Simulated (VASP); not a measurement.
Here is a VASP 6.6.1 calculation.

File INCAR:

```
SYSTEM = TiGeSb
PREC = Accurate
ENCUT = 520
EDIFF = 1E-7
ISMEAR = -1
SIGMA = 0.05
LREAL = .False.
LASPH = .True.
NELM = 60
ALGO = Normal
ISIF = 2
LWAVE = .False.
LCHARG = .False.
GGA = CA
NBANDS = 40
```

The input KPOINTS:

```
regular mesh
0
Gamma
  6 6 3
  0 0 0
```

Contents of POSCAR:

```
TiGeSb
1.0
    3.7668802935      0.0000000000      0.0000000000
    0.0000000000      3.7668802935      0.0000000000
    0.0000000000      0.0000000000      8.3571996830
Ti Ge Sb
2 2 2
Direct
    0.5000000000      0.0000000000      0.2487500000
    0.0000000000      0.5000000000      0.7512500000
    0.0000000000      0.0000000000      0.0000000000
    0.5000000000      0.5000000000      0.0000000000
    0.5000000000      0.0000000000      0.6155600000
    0.0000000000      0.5000000000      0.3844400000
```

Potentials or basis: VASP PAW LDA potentials, release 64 (Ti_sv, Ge_d, Sb).

The run is started by

```console
$ cat potpaw_LDA.64/Ti_sv/POTCAR potpaw_LDA.64/Ge_d/POTCAR potpaw_LDA.64/Sb/POTCAR > POTCAR
$ mpirun -np 1 vasp_std > vasp.out
```

Problem. Predict the pressure.

Solution. -9.4 GPa.

Problem. Predict the largest force.

Solution. 0.150 eV/Å.

Problem. Estimate the band gap on the k mesh.

Solution. Zero (band 31 reaches 8.85 eV, above the bottom of band 32 at 6.77 eV).

Forces in eV/Å, atoms in the order of the input:
```
Ti   0.000  0.000 -0.150
Ti   0.000  0.000  0.150
Ge   0.000  0.000  0.000
Ge   0.000  0.000  0.000
Sb   0.000  0.000  0.120
Sb   0.000  0.000 -0.120
```

Caveat: spin-orbit coupling is left out, which moves the levels of the heavy elements.
